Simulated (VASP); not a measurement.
# SrW2 (I4/mmm) in VASP: further runs

The runs below take SrW2 through single point, with PBE.

Program: VASP 6.6.1. These are calculated values, not measurements. Logs are shortened: lines on timing, memory, paths and dates and some standing lists are left out, and cuts for length are marked.

### Step 1. The cell of the first run

Symmetry: I4/mmm, No. 139, tetragonal system. Conventional cell: a = 3.993 Å, b = 3.993 Å, c = 8.107 Å, α = 90.00°, β = 90.00°, γ = 90.00°. Sr (site symmetry 4/mmm) has 10 W at 2.76 to 3.11 Å within 3.6 Å. Within 3.4 Å of W (site symmetry 4mm) lie 5 W at 2.59 to 3.18 Å and 5 Sr at 2.76 to 3.11 Å.

### Step 2. Single point, PBE

INCAR reads:

```
ALGO = Normal
EDIFF = 1E-7
ENCUT = 520
GGA = PE
ISIF = 2
ISMEAR = 0
LASPH = True
LCHARG = False
LREAL = False
LWAVE = False
NBANDS = 26
NELM = 80
PREC = Accurate
SIGMA = 0.1
```

KPOINTS reads:

```
k-points
0
Gamma
  6 6 6
```

POSCAR reads:

```
SrW2
1.0
   -1.9962833645      1.9962833645      4.0532783186
    1.9962833645     -1.9962833645      4.0532783186
    1.9962833645      1.9962833645     -4.0532783186
Sr W
1 2
Direct
    0.0000000000      0.0000000000      0.0000000000
    0.6599692837      0.6599692837      0.0000000000
    0.3400307163      0.3400307163      0.0000000000
```

Potentials or basis: VASP PAW PBE potentials, release 64 (Sr_sv, W_sv).

Run with:

```
> cat potpaw_PBE.64/Sr_sv/POTCAR potpaw_PBE.64/W_sv/POTCAR > POTCAR
> mpirun -np 1 vasp_std > vasp.out
```

OUTCAR:

```text
EDIFF = 1E-7
   ENCUT = 520
   GGA = PE
   ISIF = 2
   ISMEAR = 0
   LASPH = True
   LREAL = False
   NELM = 80
   PREC = Accurate

 ion  position               nearest neighbor table
   1  0.000  0.000  0.000-   2 2.76   3 2.76   2 3.11   3 3.11   2 3.11   2 3.11   2 3.11   3 3.11
                             3 3.11   3 3.11
   2  0.660  0.660  0.000-   3 2.59   1 2.76   1 3.11   1 3.11   1 3.11   1 3.11   3 3.18   3 3.18
                             3 3.18   3 3.18
   3  0.340  0.340  0.000-   2 2.59   1 2.76   1 3.11   1 3.11   1 3.11   1 3.11   2 3.18   2 3.18
                             2 3.18   2 3.18

  LATTYP: Found a body centered tetragonal cell.
 ALAT       =     3.9925667290
 C/A-ratio  =     2.0304123105

  Lattice vectors:

 A1 = (  -1.9962833645,   1.9962833645,   4.0532783186)
 A2 = (   1.9962833645,  -1.9962833645,   4.0532783186)
 A3 = (   1.9962833645,   1.9962833645,  -4.0532783186)

Analysis of symmetry for initial positions (statically):
=====================================================================
 Subroutine PRICEL returns:
 Original cell was already a primitive cell.

 Routine SETGRP: Setting up the symmetry group for a
 body centered tetragonal supercell.

 Subroutine GETGRP returns: Found 16 space group operations
 (whereof 16 operations were pure point group operations)
 out of a pool of 16 trial point group operations.

The static configuration has the point symmetry D_4h.

Analysis of symmetry for dynamics (positions and initial velocities):
=====================================================================
 Subroutine PRICEL returns:
 Original cell was already a primitive cell.

 Routine SETGRP: Setting up the symmetry group for a
 body centered tetragonal supercell.

 Subroutine GETGRP returns: Found 16 space group operations
 (whereof 16 operations were pure point group operations)
 out of a pool of 16 trial point group operations.

The dynamic configuration has the point symmetry D_4h.

 Subroutine INISYM returns: Found 16 space group operations
 (whereof 16 operations are pure point group operations),
 and found     1 'primitive' translations

----------------------------------------------------------------------------------------

                                     Primitive cell

  volume of cell :      64.6116

  direct lattice vectors                    reciprocal lattice vectors
    -1.996283364  1.996283364  4.053278319     0.000000000  0.250465444  0.123356937
     1.996283364 -1.996283364  4.053278319     0.250465444  0.000000000  0.123356937
     1.996283364  1.996283364 -4.053278319     0.250465444  0.250465444  0.000000000

  length of vectors
     4.939570798  4.939570798  4.939570798     0.279195044  0.279195044  0.354211628

  position of ions in fractional coordinates (direct lattice)
     0.000000000  0.000000000  0.000000000
     0.659969284  0.659969284  0.000000000
     0.340030716  0.340030716  0.000000000

  ion indices of the primitive-cell ions
   primitive index   ion index
                 1           1
                 2           2
                 3           3

----------------------------------------------------------------------------------------

 KPOINTS: k-points

Automatic generation of k-mesh.
 Grid dimensions read from file:
 generate k-points for:    6    6    6

 Generating k-lattice:

  Cartesian coordinates                     Fractional coordinates (reciprocal lattice)
     0.000000000  0.041744241  0.020559490     0.166666667  0.000000000  0.000000000
     0.041744241  0.000000000  0.020559490     0.000000000  0.166666667  0.000000000
     0.041744241  0.041744241  0.000000000     0.000000000  0.000000000  0.166666667

  Length of vectors
     0.046532507  0.046532507  0.059035271

  Shift w.r.t. Gamma in fractional coordinates (k-lattice)
     0.000000000  0.000000000  0.000000000

 Subroutine IBZKPT returns following result:
 ===========================================

 Found     30 irreducible k-points:

 Following reciprocal coordinates:
            Coordinates               Weight
  0.000000  0.000000  0.000000      1.000000
  0.166667  0.000000  0.000000      8.000000
  0.333333 -0.000000  0.000000      8.000000
  0.500000 -0.000000  0.000000      4.000000
  0.166667  0.166667  0.000000      8.000000
  0.333333  0.166667  0.000000     16.000000
[... 16 lines left out ...]
 -0.333333 -0.333333  0.166667      8.000000
 -0.166667 -0.333333  0.166667      8.000000
 [... further k-points ...]
   k-points           NKPTS =     30   k-points in BZ     NKDIM =     30   number of bands    NBANDS=     26
   number of dos      NEDOS =    301   number of ions     NIONS =      3
   total plane-waves  NPLWV =  64000
   dimension x,y,z NGX =    40 NGY =   40 NGZ =   40
   dimension x,y,z NGXF=    80 NGYF=   80 NGZF=   80
   ions per type =               1   2
   NGX,Y,Z   is equivalent  to a cutoff of  13.46, 13.46, 13.46 a.u.
   NGXF,Y,Z  is equivalent  to a cutoff of  26.92, 26.92, 26.92 a.u.
 SYSTEM =  unknown system
   PREC   = accura    normal or accurate (medium, high low for compatibility)
   ISTART =      0    job   : 0-new  1-cont  2-samecut
   ICHARG =      2    charge: 1-file 2-atom 10-const
   ISPIN  =      1    spin polarized calculation?
   LNONCOLLINEAR =      F non collinear calculations
   LSORBIT =      F    spin-orbit coupling
   LASPH  =      T    aspherical Exc in radial PAW
   ENCUT  =  520.0 eV  38.22 Ry    6.18 a.u.   9.18  9.18  9.18*2*pi/ulx,y,z
   NELM   =     80;   NELMIN=  2; NELMDL= -5     # of ELM steps
   EDIFF  = 0.1E-06   stopping-criterion for ELM
   LREAL  =      F    real-space projection
   EDIFFG = 0.1E-05   stopping-criterion for IOM
   NSW    =      0    number of steps for IOM
   IBRION =     -1    ionic relax: 0-MD 1-quasi-New 2-CG
   NFREE  =      0    steps in history (QN), initial steepest desc. (CG)
   ISIF   =      2    stress and relaxation
   ISYM   =      2    0-nonsym 1-usesym 2-fastsym
   POTIM  = 0.5000    time-step for ionic-motion
   TEBEG  =    0.0;   TEEND  =   0.0 temperature during run
   PSTRESS=    0.0 pullay stress
   NELECT =      38.0000    total number of electrons
   NUPDOWN=      -1.0000    fix difference up-down
   EMIN   =  10.00;   EMAX   =-10.00  energy-range for DOS
   EFERMI =   0.00;   METHOD = LEGACY
   ISMEAR =     0;   SIGMA  =   0.10  broadening in eV -4-tet -1-fermi 0-gaus
   EFERMI_NEDOS =   21; number of points for ismear=-14 and -15
   IALGO  =     38    algorithm
   IMIX   =      4    mixing-type and parameters
     AMIX     =   0.40;   BMIX     =  1.00
     AMIX_MAG =   1.60;   BMIX_MAG =  1.00
  volume/ion in A,a.u.               =      21.54       145.34
  Fermi-wavevector in a.u.,A,eV,Ry     =   1.371616  2.591978 25.597042  1.881329
  Thomas-Fermi vector in A             =   2.497297
   LORBIT       =      0    0 simple, 1 ext, 2 COOP (PROOUT), +10 PAW based schemes
   GGA     = PE    functional components
   LHFCALC =     F    Hartree Fock is set to
   AEXX    =    0.0000 exact exchange contribution
   IVDW    =     0    specifies the selected vdW correction
   LEPSILON=     F    determine dielectric tensor
   LRPA    =     F    only Hartree local field effects (RPA)
 non-spin polarized calculation
 Gauss-broadening in eV      SIGMA  =   0.10
  energy-cutoff  :      520.00
  volume of cell :       64.61
 maximum number of plane-waves:      1767
 NGX is ok and might be reduce to    40
   NGX = 19   NGY = 19   NGZ = 19

 number of electron      38.0000000 magnetization

 Free energy of the ion-electron system (eV)
  ---------------------------------------------------
  ext. energy  EPLUGINS =         0.00000000
  ---------------------------------------------------
  free energy    TOTEN  =       -21.82109717 eV

  energy without entropy =      -21.81155953  energy(sigma->0) =      -21.81632835

 E-fermi :   6.6383     XC(G=0): -11.5077

 val. band max:        6.6339888191   @ k =   0.5000   0.5000   0.0000
 cond. band min:       6.6492520780   @ k =  -0.1667   0.3333   0.1667
 fundamental gap:      0.0152632589
 Fermi energy:         6.6383367006

 k-point     1 :       0.0000    0.0000    0.0000
  band No.  band energies     occupation
      1     -67.3534      2.00000
      2     -67.2821      2.00000
      3     -31.8700      2.00000
      4     -31.5425      2.00000
      5     -31.5425      2.00000
      6     -31.4872      2.00000
[... 18 lines left out ...]
     25      11.3816      0.00000
     26      11.3816      0.00000

 k-point     2 :       0.1667    0.0000    0.0000
  band No.  band energies     occupation
      1     -67.3516      2.00000
      2     -67.2838      2.00000
      3     -31.8666      2.00000
      4     -31.5532      2.00000
      5     -31.5459      2.00000
      6     -31.4854      2.00000
[... 18 lines left out ...]
     25      10.9750      0.00000
     26      11.7918      0.00000

 k-point     3 :       0.3333   -0.0000    0.0000
  band No.  band energies     occupation
      1     -67.3475      2.00000
      2     -67.2877      2.00000
      3     -31.8592      2.00000
      4     -31.5775      2.00000
      5     -31.5515      2.00000
      6     -31.4800      2.00000
[... 18 lines left out ...]
     25      10.4580      0.00000
     26      11.2470      0.00000

 k-point     4 :       0.5000   -0.0000    0.0000
  band No.  band energies     occupation
      1     -67.3453      2.00000
      2     -67.2898      2.00000
      3     -31.8551      2.00000
      4     -31.5910      2.00000
      5     -31.5538      2.00000
      6     -31.4766      2.00000
[... 18 lines left out ...]
     25      10.2855      0.00000
     26      10.9332      0.00000

 k-point     5 :       0.1667    0.1667    0.0000
  band No.  band energies     occupation
      1     -67.3488      2.00000
      2     -67.2865      2.00000
      3     -31.8579      2.00000
      4     -31.5815      2.00000
      5     -31.5615      2.00000
      6     -31.4782      2.00000
[... 18 lines left out ...]
     25      10.4601      0.00000
     26      11.7121      0.00000

 k-point     6 :       0.3333    0.1667    0.0000
  band No.  band energies     occupation
      1     -67.3455      2.00000
      2     -67.2897      2.00000
      3     -31.8514      2.00000
      4     -31.6036      2.00000
      5     -31.5714      2.00000
      6     -31.4743      2.00000
[... 427 lines left out ...]
 k-point    21 :      -0.3333    0.5000    0.1667
  band No.  band energies     occupation
      1     -67.3423      2.00000
      2     -67.2928      2.00000
      3     -31.8557      2.00000
      4     -31.6246      2.00000
      5     -31.5547      2.00000
      6     -31.4904      2.00000
[... 18 lines left out ...]
     25       9.5415      0.00000
     26      11.4152      0.00000

 k-point    22 :      -0.1667    0.5000    0.1667
  band No.  band energies     occupation
      1     -67.3436      2.00000
      2     -67.2917      2.00000
      3     -31.8542      2.00000
      4     -31.5948      2.00000
      5     -31.5784      2.00000
      6     -31.4615      2.00000
[... 18 lines left out ...]
     25       9.5513      0.00000
     26      11.3912      0.00000

 k-point    23 :      -0.3333   -0.3333    0.1667
  band No.  band energies     occupation
      1     -67.3429      2.00000
      2     -67.2924      2.00000
      3     -31.8481      2.00000
      4     -31.6178      2.00000
      5     -31.5811      2.00000
      6     -31.4578      2.00000
[... 18 lines left out ...]
     25      10.3038      0.00000
     26      10.6568      0.00000

 k-point    24 :      -0.1667   -0.3333    0.1667
  band No.  band energies     occupation
      1     -67.3463      2.00000
      2     -67.2892      2.00000
      3     -31.8502      2.00000
      4     -31.5933      2.00000
      5     -31.5861      2.00000
      6     -31.4459      2.00000
[... 18 lines left out ...]
     25      10.1902      0.00000
     26      10.8841      0.00000

 [... further k-points ...]

------------------------ aborting loop because EDIFF is reached ----------------------------------------

  FORCE on cell =-STRESS in cart. coord.  units (eV):
  Direction    XX          YY          ZZ          XY          YZ          ZX
  --------------------------------------------------------------------------------------
  -------------------------------------------------------------------------------------
  Total        0.1299003      0.1299003      0.3931276      0.0000000      0.0000000      0.0000000
  in kB        3.2211433      3.2211433      9.7484002      0.0000000      0.0000000      0.0000000
  external PRESSURE =       5.3968956 kB  Pullay stress =       0.0000000 kB

 VOLUME and BASIS-vectors are now :
 -----------------------------------------------------------------------------
  energy-cutoff  :      520.00
  volume of cell :       64.61
      direct lattice vectors                 reciprocal lattice vectors
    -1.996283364  1.996283364  4.053278319     0.000000000  0.250465444  0.123356937
     1.996283364 -1.996283364  4.053278319     0.250465444  0.000000000  0.123356937
     1.996283364  1.996283364 -4.053278319     0.250465444  0.250465444  0.000000000

 POSITION                                       TOTAL-FORCE (eV/Angst)
 -----------------------------------------------------------------------------------
      0.00000      0.00000      0.00000        -0.000000     -0.000000      0.000000
      0.00000      0.00000      5.35008        -0.000000     -0.000000     -0.012679
      0.00000      0.00000      2.75648         0.000000      0.000000      0.012679
 -----------------------------------------------------------------------------------
    total drift:                               -0.000000      0.000000      0.000000

  FREE ENERGIE OF THE ION-ELECTRON SYSTEM (eV)
  ---------------------------------------------------
  free  energy   TOTEN  =       -21.8210971662 eV

  energy  without entropy=      -21.8115595306  energy(sigma->0) =      -21.81632835
```

It took 97 s on 1 thread of Intel Xeon 8259CL, shared host; peak memory 0.25 GiB.

Results:

```
Free energy            : -21.8211 eV
Pressure               : 0.5 GPa
Largest force          : 0.013 eV/Å
Band gap on the k mesh : zero (bands 19 and 20 overlap by 0.71 eV)
```

Forces in eV/Å, atoms in the order of the input:
```
Sr   0.000  0.000  0.000
W    0.000  0.000 -0.013
W    0.000  0.000  0.013
```

Stress tensor (GPa, compression positive):
```
0.32 0.00 0.00
0.00 0.32 0.00
0.00 0.00 0.97
```

Levels at points of the mesh, in eV from the Fermi level:
```
           k point  band 15  band 16  band 17  band 18  band 19  band 20  band 21  band 22  band 23  band 24
(0.00, 0.00, 0.00)    -1.73    -1.39    -1.18    -0.68    -0.68    -0.08    -0.08     0.42     1.46     2.17
(0.50, 0.00, 0.00)    -2.39    -2.33    -1.74    -0.95    -0.13     0.06     0.53     1.24     2.55     2.69
(0.50, 0.50, 0.00)    -1.88    -1.29    -1.21    -1.10     0.00     0.27     0.70     0.92     1.44     2.02
(0.50, 0.50, 0.50)    -3.45    -2.54    -1.47    -1.47    -0.79     0.56     0.97     0.97     1.20     3.73
```

Caveat: spin-orbit coupling is left out, which moves the levels of the heavy elements.

(Part 1 of 2 ends here.)
